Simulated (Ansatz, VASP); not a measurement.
# One calculation of Pt, two programs

File INCAR:

```
PREC = Accurate
ENCUT = 520
EDIFF = 1E-6
ISMEAR = 0
SIGMA = 0.15
LREAL = F
LASPH = T
NELM = 60
ALGO = Fast
ISIF = 2
LWAVE = F
LCHARG = F
NBANDS = 11
```

KPOINTS

```
regular mesh
0
Gamma
  20 20 20
```

POSCAR

```
Pt
1.0
    0.0000000000      1.9468328700      1.8105545691
    1.7862191582      0.0000000000      1.8105545691
    1.7862191582      1.9468328700      0.0000000000
Pt
1
Direct
    0.0000000000      0.0000000000      0.0000000000
```

Input for Ansatz:

```yaml
crystal:
  lattice:
    - [0.0, 1.94683287, 1.8105545691]
    - [1.7862191582, 0.0, 1.8105545691]
    - [1.7862191582, 1.94683287, 0.0]
  atoms:
    - { symbol: Pt, position: [0.0, 0.0, 0.0] }
basis:
  ecutwfc: 420
kpoints:
  mp_grid: { grid: [20, 20, 20] }
hamiltonian:
  xc: lda
scf:
  occupations: { method: gaussian, width: 0.15 }
output:
  forces: true
  stress: true
  eigenvalues: true
  write_density: true
  write_potential: true
  elf: true
  volumetric_format: npy
```

Change from the starting cell: normal strain along x -0.0825, normal strain along z -0.0700.

Alike in both runs: task single point; functional LDA; k mesh 20 × 20 × 20; occupations gaussian, width 0.15 eV; no spin polarisation.

```csv
,VASP,Ansatz
version,VASP 6.6.1,Ansatz 0.2.0
potentials or method,"VASP PAW LDA potentials, release 64 (Pt), cutoff 520 eV","scalar-relativistic, plane waves, PAW"
valence electrons in the cell,10,18
```

VASP gave:

| Property | Result |
| --- | --- |
| gap on the k mesh at the Fermi level (eV) | none |
| pressure (GPa) | 77.0 |
| traceless stress, the component that is largest in VASP (GPa) | -13.35 |

Problem. What did Ansatz give for the same quantities?

Solution. gap on the k mesh at the Fermi level (eV): none; pressure (GPa): 75.4; traceless stress, the component that is largest in VASP (GPa): -13.30.

LDA's correlation is that of Perdew and Zunger in VASP and of Perdew and Wang (1992) in Ansatz. A gap of «none» marks a metal or a gap that the smearing closes. Both programs put the cell under a high pressure, so it lies far from rest at this level. VASP's potentials hold 10 valence electrons a cell and Ansatz's 18, so a difference there can come from the potentials and not from the codes.

Neither program's run includes spin-orbit coupling. Noted on VASP's run: the cell as given lies far from equilibrium.
